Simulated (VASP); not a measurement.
# BaTiO3 (Pm-3m) in VASP: notebook

Runs on BaTiO3. Level: PBE. Tasks: single point, relaxation of cell and atoms.

Everything below comes from runs of VASP 6.6.1. Logs are shortened: lines on timing, memory, paths and dates and some standing lists are left out, and cuts for length are marked.

## (1) The cell of the first run

The structure is cubic, space group Pm-3m (No. 221). The conventional cell has a = 4.019 Å, b = 4.019 Å, c = 4.019 Å, α = 90.00°, β = 90.00°, γ = 90.00°. Ba (site symmetry m-3m) has 12 O at 2.84 Å and 8 Ti at 3.48 Å within 3.7 Å. Within 2.7 Å of Ti (site symmetry m-3m) lie 6 O at 2.01 Å. O (site symmetry 4/mmm) has 2 Ti at 2.01 Å within 2.7 Å.

## (2) Single point, PBE

INCAR reads:

```
SYSTEM = BaTiO3
PREC = Accurate
ENCUT = 520
EDIFF = 1E-7
ISMEAR = 0
SIGMA = 0.02
LREAL = .FALSE.
LASPH = .TRUE.
NELM = 80
ALGO = Normal
ISIF = 2
LWAVE = .FALSE.
LCHARG = .FALSE.
GGA = PE
NBANDS = 28
```

KPOINTS reads:

```
regular mesh
0
G
  8 8 8
  0 0 0
```

POSCAR reads:

```
BaTiO3
1.0
    4.0191854196      0.0000000000      0.0000000000
    0.0000000000      4.0191854196      0.0000000000
    0.0000000000      0.0000000000      4.0191854196
Ba Ti O
1 1 3
Direct
    0.0000000000      0.0000000000      0.0000000000
    0.5000000000      0.5000000000      0.5000000000
    0.0000000000      0.5000000000      0.5000000000
    0.5000000000      0.0000000000      0.5000000000
    0.5000000000      0.5000000000      0.0000000000
```

Potentials or basis: VASP PAW PBE potentials, release 64 (Ba_sv, Ti_sv, O).

The run is started by

```sh
$ cat potpaw_PBE.64/Ba_sv/POTCAR potpaw_PBE.64/Ti_sv/POTCAR potpaw_PBE.64/O/POTCAR > POTCAR
$ mpirun -np 1 vasp_std > vasp.out
```

OUTCAR:

```text
SYSTEM = BaTiO3
   PREC = Accurate
   ENCUT = 520
   EDIFF = 1E-7
   ISMEAR = 0
   LREAL = .FALSE.
   LASPH = .TRUE.
   NELM = 80
   ISIF = 2
   GGA = PE

 ion  position               nearest neighbor table
   1  0.000  0.000  0.000-   3 2.84   4 2.84   5 2.84   3 2.84   4 2.84   3 2.84   5 2.84   3 2.84
                             4 2.84   5 2.84   4 2.84   5 2.84   2 3.48   2 3.48   2 3.48   2 3.48
   2  0.500  0.500  0.500-   3 2.01   4 2.01   5 2.01   5 2.01   4 2.01   3 2.01   1 3.48   1 3.48
                             1 3.48   1 3.48   1 3.48   1 3.48   1 3.48   1 3.48
   3  0.000  0.500  0.500-   2 2.01   2 2.01   1 2.84   1 2.84   1 2.84   1 2.84
   4  0.500  0.000  0.500-   2 2.01   2 2.01   1 2.84   1 2.84   1 2.84   1 2.84
   5  0.500  0.500  0.000-   2 2.01   2 2.01   1 2.84   1 2.84   1 2.84   1 2.84

  LATTYP: Found a simple cubic cell.
 ALAT       =     4.0191854196

  Lattice vectors:

 A1 = (   4.0191854196,   0.0000000000,   0.0000000000)
 A2 = (   0.0000000000,   4.0191854196,   0.0000000000)
 A3 = (   0.0000000000,   0.0000000000,   4.0191854196)

Analysis of symmetry for initial positions (statically):
=====================================================================
 Subroutine PRICEL returns:
 Original cell was already a primitive cell.

 Routine SETGRP: Setting up the symmetry group for a
 simple cubic supercell.

 Subroutine GETGRP returns: Found 48 space group operations
 (whereof 48 operations were pure point group operations)
 out of a pool of 48 trial point group operations.

The static configuration has the point symmetry O_h .

Analysis of symmetry for dynamics (positions and initial velocities):
=====================================================================
 Subroutine PRICEL returns:
 Original cell was already a primitive cell.

 Routine SETGRP: Setting up the symmetry group for a
 simple cubic supercell.

 Subroutine GETGRP returns: Found 48 space group operations
 (whereof 48 operations were pure point group operations)
 out of a pool of 48 trial point group operations.

The dynamic configuration has the point symmetry O_h .

 Subroutine INISYM returns: Found 48 space group operations
 (whereof 48 operations are pure point group operations),
 and found     1 'primitive' translations

----------------------------------------------------------------------------------------

                                     Primitive cell

  volume of cell :      64.9253

  direct lattice vectors                    reciprocal lattice vectors
     4.019185420  0.000000000  0.000000000     0.248806635  0.000000000  0.000000000
     0.000000000  4.019185420  0.000000000     0.000000000  0.248806635  0.000000000
     0.000000000  0.000000000  4.019185420     0.000000000  0.000000000  0.248806635

  length of vectors
     4.019185420  4.019185420  4.019185420     0.248806635  0.248806635  0.248806635

  position of ions in fractional coordinates (direct lattice)
     0.000000000  0.000000000  0.000000000
     0.500000000  0.500000000  0.500000000
     0.000000000  0.500000000  0.500000000
     0.500000000  0.000000000  0.500000000
     0.500000000  0.500000000  0.000000000

  ion indices of the primitive-cell ions
   primitive index   ion index
                 1           1
                 2           2
                 3           3
                 4           4
                 5           5

----------------------------------------------------------------------------------------

 KPOINTS: regular mesh

Automatic generation of k-mesh.
 Grid dimensions read from file:
 generate k-points for:    8    8    8

 Generating k-lattice:

  Cartesian coordinates                     Fractional coordinates (reciprocal lattice)
     0.031100829  0.000000000  0.000000000     0.125000000  0.000000000  0.000000000
     0.000000000  0.031100829  0.000000000     0.000000000  0.125000000  0.000000000
     0.000000000  0.000000000  0.031100829     0.000000000  0.000000000  0.125000000

  Length of vectors
     0.031100829  0.031100829  0.031100829

  Shift w.r.t. Gamma in fractional coordinates (k-lattice)
     0.000000000  0.000000000  0.000000000

 Subroutine IBZKPT returns following result:
 ===========================================

 Found     35 irreducible k-points:

 Following reciprocal coordinates:
            Coordinates               Weight
  0.000000  0.000000  0.000000      1.000000
  0.125000  0.000000  0.000000      6.000000
  0.250000  0.000000  0.000000      6.000000
  0.375000  0.000000  0.000000      6.000000
  0.500000  0.000000  0.000000      3.000000
  0.125000  0.125000  0.000000     12.000000
[... 16 lines left out ...]
  0.375000  0.375000  0.125000     24.000000
  0.500000  0.375000  0.125000     24.000000
 [... further k-points ...]
   k-points           NKPTS =     35   k-points in BZ     NKDIM =     35   number of bands    NBANDS=     28
   number of dos      NEDOS =    301   number of ions     NIONS =      5
   total plane-waves  NPLWV =  27000
   dimension x,y,z NGX =    30 NGY =   30 NGZ =   30
   dimension x,y,z NGXF=    60 NGYF=   60 NGZF=   60
   ions per type =               1   1   3
   NGX,Y,Z   is equivalent  to a cutoff of  12.41, 12.41, 12.41 a.u.
   NGXF,Y,Z  is equivalent  to a cutoff of  24.82, 24.82, 24.82 a.u.
 SYSTEM =  BaTiO3
   PREC   = accura    normal or accurate (medium, high low for compatibility)
   ISTART =      0    job   : 0-new  1-cont  2-samecut
   ICHARG =      2    charge: 1-file 2-atom 10-const
   ISPIN  =      1    spin polarized calculation?
   LNONCOLLINEAR =      F non collinear calculations
   LSORBIT =      F    spin-orbit coupling
   LASPH  =      T    aspherical Exc in radial PAW
   ENCUT  =  520.0 eV  38.22 Ry    6.18 a.u.   7.47  7.47  7.47*2*pi/ulx,y,z
   NELM   =     80;   NELMIN=  2; NELMDL= -5     # of ELM steps
   EDIFF  = 0.1E-06   stopping-criterion for ELM
   LREAL  =      F    real-space projection
   EDIFFG = 0.1E-05   stopping-criterion for IOM
   NSW    =      0    number of steps for IOM
   IBRION =     -1    ionic relax: 0-MD 1-quasi-New 2-CG
   NFREE  =      0    steps in history (QN), initial steepest desc. (CG)
   ISIF   =      2    stress and relaxation
   ISYM   =      2    0-nonsym 1-usesym 2-fastsym
   POTIM  = 0.5000    time-step for ionic-motion
   TEBEG  =    0.0;   TEEND  =   0.0 temperature during run
   PSTRESS=    0.0 pullay stress
   NELECT =      40.0000    total number of electrons
   NUPDOWN=      -1.0000    fix difference up-down
   EMIN   =  10.00;   EMAX   =-10.00  energy-range for DOS
   EFERMI =   0.00;   METHOD = LEGACY
   ISMEAR =     0;   SIGMA  =   0.02  broadening in eV -4-tet -1-fermi 0-gaus
   EFERMI_NEDOS =   21; number of points for ismear=-14 and -15
   IALGO  =     38    algorithm
   IMIX   =      4    mixing-type and parameters
     AMIX     =   0.40;   BMIX     =  1.00
     AMIX_MAG =   1.60;   BMIX_MAG =  1.00
  volume/ion in A,a.u.               =      12.99        87.63
  Fermi-wavevector in a.u.,A,eV,Ry     =   1.393018  2.632423 26.402101  1.940500
  Thomas-Fermi vector in A             =   2.516705
   LORBIT       =      0    0 simple, 1 ext, 2 COOP (PROOUT), +10 PAW based schemes
   GGA     = PE    functional components
   LHFCALC =     F    Hartree Fock is set to
   AEXX    =    0.0000 exact exchange contribution
   IVDW    =     0    specifies the selected vdW correction
   LEPSILON=     F    determine dielectric tensor
   LRPA    =     F    only Hartree local field effects (RPA)
 non-spin polarized calculation
 Gauss-broadening in eV      SIGMA  =   0.02
  energy-cutoff  :      520.00
  volume of cell :       64.93
 maximum number of plane-waves:      1775
 NGX is ok and might be reduce to    30
   NGX = 15   NGY = 15   NGZ = 15

 number of electron      39.9999976 magnetization

 Free energy of the ion-electron system (eV)
  ---------------------------------------------------
  ext. energy  EPLUGINS =         0.00000000
  ---------------------------------------------------
  free energy    TOTEN  =       -39.98174149 eV

  energy without entropy =      -39.98174149  energy(sigma->0) =      -39.98174149

 E-fermi :   3.9834     XC(G=0): -11.1945

 val. band max:        3.7381708676   @ k =   0.5000   0.5000   0.5000
 cond. band min:       5.4581822347   @ k =   0.0000   0.0000   0.0000
 fundamental gap:      1.7200113671
 Fermi energy:         3.9834089016

 k-point     1 :       0.0000    0.0000    0.0000
  band No.  band energies     occupation
      1     -52.9519      2.00000
      2     -29.1562      2.00000
      3     -29.1562      2.00000
      4     -29.1562      2.00000
      5     -21.1049      2.00000
      6     -13.1260      2.00000
[... 20 lines left out ...]
     27       8.7747      0.00000
     28      10.9848      0.00000

 k-point     2 :       0.1250    0.0000    0.0000
  band No.  band energies     occupation
      1     -52.9518      2.00000
      2     -29.1634      2.00000
      3     -29.1559      2.00000
      4     -29.1559      2.00000
      5     -21.0890      2.00000
      6     -13.1320      2.00000
[... 20 lines left out ...]
     27       9.0780      0.00000
     28      11.3575      0.00000

 k-point     3 :       0.2500    0.0000    0.0000
  band No.  band energies     occupation
      1     -52.9514      2.00000
      2     -29.1808      2.00000
      3     -29.1553      2.00000
      4     -29.1553      2.00000
      5     -21.0498      2.00000
      6     -13.1890      2.00000
[... 20 lines left out ...]
     27       9.8760      0.00000
     28      12.0486      0.00000

 k-point     4 :       0.3750    0.0000    0.0000
  band No.  band energies     occupation
      1     -52.9511      2.00000
      2     -29.1981      2.00000
      3     -29.1546      2.00000
      4     -29.1546      2.00000
      5     -21.0100      2.00000
      6     -13.2857      2.00000
[... 578 lines left out ...]
     27      12.0205      0.00000
     28      12.1736      0.00000

 k-point    23 :       0.3750    0.3750    0.1250
  band No.  band energies     occupation
      1     -52.9502      2.00000
      2     -29.1954      2.00000
      3     -29.1951      2.00000
      4     -29.1601      2.00000
      5     -20.9336      2.00000
      6     -12.8511      2.00000
[... 20 lines left out ...]
     27      11.9250      0.00000
     28      12.5469      0.00000

 k-point    24 :       0.5000    0.3750    0.1250
  band No.  band energies     occupation
      1     -52.9500      2.00000
      2     -29.2022      2.00000
      3     -29.1948      2.00000
      4     -29.1598      2.00000
      5     -20.9222      2.00000
      6     -12.7957      2.00000
[... 20 lines left out ...]
     27      11.8691      0.00000
     28      12.6629      0.00000

 [... further k-points ...]

------------------------ aborting loop because EDIFF is reached ----------------------------------------

  FORCE on cell =-STRESS in cart. coord.  units (eV):
  Direction    XX          YY          ZZ          XY          YZ          ZX
  --------------------------------------------------------------------------------------
  -------------------------------------------------------------------------------------
  Total        0.6968692      0.6968692      0.6968692      0.0000000     -0.0000000      0.0000000
  in kB       17.1968045     17.1968045     17.1968045      0.0000000     -0.0000000      0.0000000
  external PRESSURE =      17.1968045 kB  Pullay stress =       0.0000000 kB

 VOLUME and BASIS-vectors are now :
 -----------------------------------------------------------------------------
  energy-cutoff  :      520.00
  volume of cell :       64.93
      direct lattice vectors                 reciprocal lattice vectors
     4.019185420  0.000000000  0.000000000     0.248806635  0.000000000  0.000000000
     0.000000000  4.019185420  0.000000000     0.000000000  0.248806635  0.000000000
     0.000000000  0.000000000  4.019185420     0.000000000  0.000000000  0.248806635

 POSITION                                       TOTAL-FORCE (eV/Angst)
 -----------------------------------------------------------------------------------
      0.00000      0.00000      0.00000         0.000000      0.000000      0.000000
      2.00959      2.00959      2.00959         0.000000      0.000000      0.000000
      0.00000      2.00959      2.00959         0.000000      0.000000      0.000000
      2.00959      0.00000      2.00959         0.000000      0.000000      0.000000
      2.00959      2.00959      0.00000         0.000000      0.000000      0.000000
 -----------------------------------------------------------------------------------
    total drift:                                0.000000      0.000000     -0.000000

  FREE ENERGIE OF THE ION-ELECTRON SYSTEM (eV)
  ---------------------------------------------------
  free  energy   TOTEN  =       -39.9817414948 eV

  energy  without entropy=      -39.9817414948  energy(sigma->0) =      -39.98174149
```

Run time: 2.1 min. Hardware: 1 thread of Intel Xeon 8259CL, shared host; peak memory 0.21 GiB.

What came out:

```
Free energy            : -39.9817 eV
Pressure               : 1.7 GPa
Band gap on the k mesh : 1.72 eV (least direct gap 1.88 eV)
```

Caveat: spin-orbit coupling is left out, which moves the levels of the heavy elements. A k mesh can miss the band edges.

## (3) Relaxation of cell and atoms, PBE

This run uses another cell than the first one, of 12.56 Å³/atom.

INCAR reads:

```
SYSTEM = BaTiO3
ALGO = Normal
EDIFF = 1E-6
EDIFFG = -0.005
ENCUT = 600
GGA = PE
IBRION = 2
ISIF = 3
ISMEAR = 0
LASPH = .True.
LCHARG = .False.
LREAL = .False.
LWAVE = .False.
NELM = 80
NSW = 100
PREC = Accurate
SIGMA = 0.02
```

KPOINTS reads:

```
k-points
0
Gamma
  8 8 8
  0 0 0
```

Edit POSCAR of step 2 so:

```diff
@@ -2,5 +2,5 @@
 1.0
-    4.0191854196      0.0000000000      0.0000000000
-    0.0000000000      4.0191854196      0.0000000000
-    0.0000000000      0.0000000000      4.0191854196
+    3.9753268226      0.0000000000      0.0000000000
+    0.0000000000      3.9753268226      0.0000000000
+    0.0000000000      0.0000000000      3.9753268226
 Ba Ti O
```

Potentials or basis: VASP PAW PBE potentials, release 64 (Ba_sv, Ti_sv, O).

The run is started by

```sh
$ cat potpaw_PBE.64/Ba_sv/POTCAR potpaw_PBE.64/Ti_sv/POTCAR potpaw_PBE.64/O/POTCAR > POTCAR
$ mpirun -np 1 vasp_std > vasp.out
```

Wall time 3.7 min (1 thread of Intel Xeon 8259CL, shared host); peak memory 0.24 GiB.

The run converged. Its results:

| Quantity | Value |
| --- | --- |
| Free energy | -39.9872 eV |
| Relaxed volume | 13.11 Å³/atom |
| Relaxed cell | a = 4.032 Å, b = 4.032 Å, c = 4.032 Å, α = 90.00°, β = 90.00°, γ = 90.00° |
| Space group after relaxing (to 0.1 Å) | Pm-3m (No. 221) |
| Energy gained by relaxing | 12.3 meV/atom |
| Ionic steps | 3 |
| Pressure after relaxing | 0.0 GPa |
| Band gap on the k mesh | 1.70 eV (least direct gap 1.87 eV) |

Step by step:
| step | energy change (eV) | largest force (eV/Å) | pressure (GPa) | volume (Å³) |
| --- | --- | --- | --- | --- |
| 1 | 0.0000 | 0.0000 | 7.57 | 62.82 |
| 2 | -0.0054 | 0.0000 | -6.16 | 68.37 |
| 3 | -0.0617 | 0.0000 | -0.04 | 65.57 |

Final structure:
```
Ba Ti O
1.0
     4.03244    0.00000    0.00000
     0.00000    4.03244    0.00000
     0.00000    0.00000    4.03244
Ba Ti O
1 1 3
Direct
  0.00000 0.00000 0.00000
  0.50000 0.50000 0.50000
  0.00000 0.50000 0.50000
  0.50000 0.00000 0.50000
  0.50000 0.50000 0.00000
```

Levels at points of the mesh, in eV from the valence-band top:
```csv
k point,band 18,band 19,band 20,band 21,band 22,band 23
"(0.00, 0.00, 0.00)",-0.17,-0.17,-0.17,1.70,1.70,1.70
"(0.50, 0.00, 0.00)",-1.80,-0.71,-0.71,1.85,3.37,3.37
"(0.50, 0.50, 0.00)",-0.88,-0.88,-0.09,3.38,3.38,3.78
"(0.50, 0.50, 0.50)",0.00,0.00,0.00,4.02,4.02,4.02
```

Caveat: spin-orbit coupling is left out, which moves the levels of the heavy elements. A k mesh can miss the band edges.
